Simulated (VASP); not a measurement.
BP, 2 atoms in the cell. It takes space group F-43m (No. 216, cubic). The conventional cell has a = 4.450 Å, b = 4.450 Å, c = 4.450 Å, α = 90.00°, β = 90.00°, γ = 90.00°. B (site symmetry -43m) has 4 P at 1.93 Å within 2.6 Å. P (site symmetry -43m) has 4 B at 1.93 Å within 2.6 Å. 

* Program: VASP 6.6.1
* Task: relaxation of cell and atoms
* Functional: LDA
* Potentials or basis: VASP PAW LDA potentials, release 64 (B, P)
* Cutoff: 500 eV
* k mesh: 10 × 10 × 10
* Occupations: gaussian, width 0.01 eV
* Spin: no spin polarisation
* Target pressure: 11 GPa
* Dipole correction: no
* Further INCAR settings: ALGO = Normal; EDIFF = 1e-07; IBRION = 2; EDIFFG = -0.001; NSW = 80; ISIF = 3

Potentials or basis: VASP PAW LDA potentials, release 64 (B, P).

The run is started by

```sh
$ cat potpaw_LDA.64/B/POTCAR potpaw_LDA.64/P/POTCAR > POTCAR
$ mpirun -np 1 vasp_std > vasp.out
```

Hardware: 1 thread of Intel Xeon 8259CL, with other jobs on the host.

Problem. How long does it take, and how much memory?

Solution. Run time: 33 s on 1 thread of Intel Xeon 8259CL, with other jobs on the host, peak memory 0.13 GiB. Counts: scf iterations 39, k points 47, ion steps 6.
